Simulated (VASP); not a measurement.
Write the native input for VASP 6.6.1 that does the following.

```
Task                   : single point
Functional             : PBE
Potentials or basis    : VASP PAW PBE potentials, release 64 (Yb, Bi_d)
Cutoff                 : 520 eV
k mesh                 : 8 × 8 × 8
Occupations            : gaussian, width 0.05 eV
Spin                   : collinear spin, zero start
Starting moments       : [0.0, 0.0] μB
Hubbard terms          : Yb f U = 6.0 eV
Dipole correction      : no
Further INCAR settings : ALGO = Normal; EDIFF = 1e-07; NBANDS = 30
```

The structure of YbBi lies in POSCAR:

```
YbBi
1.0
    4.0432978343      0.0000000000      0.0000000000
   -2.0216489172      3.5015986396      0.0000000000
    0.0000000000      0.0000000000      4.6442442675
Yb Bi
1 1
Direct
    0.0000000000      0.0000000000      0.0000000000
    0.6666666667      0.3333333333      0.5000000000
```

These files were run (other wordings do the same):

INCAR

```
  PREC = Accurate
  ENCUT = 520
  EDIFF = 1E-7
  ISMEAR = 0
  SIGMA = 0.05
  LREAL = F
  LASPH = T
  NELM = 150
  ALGO = Normal
  ISIF = 2
  LWAVE = F
  LCHARG = F
  ISPIN = 2
  MAGMOM = 0 0
  LORBIT = 11
  LMAXMIX = 6
  LDAU = T
  LDAUTYPE = 2
  LDAUL = 3 -1
  LDAUU = 6 0
  LDAUJ = 0 0
  LDAUPRINT = 1
  GGA = PE
  NBANDS = 30
```

KPOINTS

```
regular mesh
0
Gamma
  8 8 8
```

Potentials or basis: VASP PAW PBE potentials, release 64 (Yb, Bi_d).

The run is started by

```console
$ cat potpaw_PBE.64/Yb/POTCAR potpaw_PBE.64/Bi_d/POTCAR > POTCAR
$ mpirun -np 1 vasp_std > vasp.out
```

Results of the run:

| Quantity | Value |
| --- | --- |
| Pressure | 0.5 GPa |
| Net moment | 0.00 μB per cell |
| Valence electrons inside the program's atomic spheres | Yb 22.25; Bi 12.91 |

Caveat: no moment was typed at the start, so none could form.

Run time: 2.9 min on 1 thread of Intel(R) Xeon(R) 6975P-C (Granite Rapids), on a shared host, peak memory 0.32 GiB.
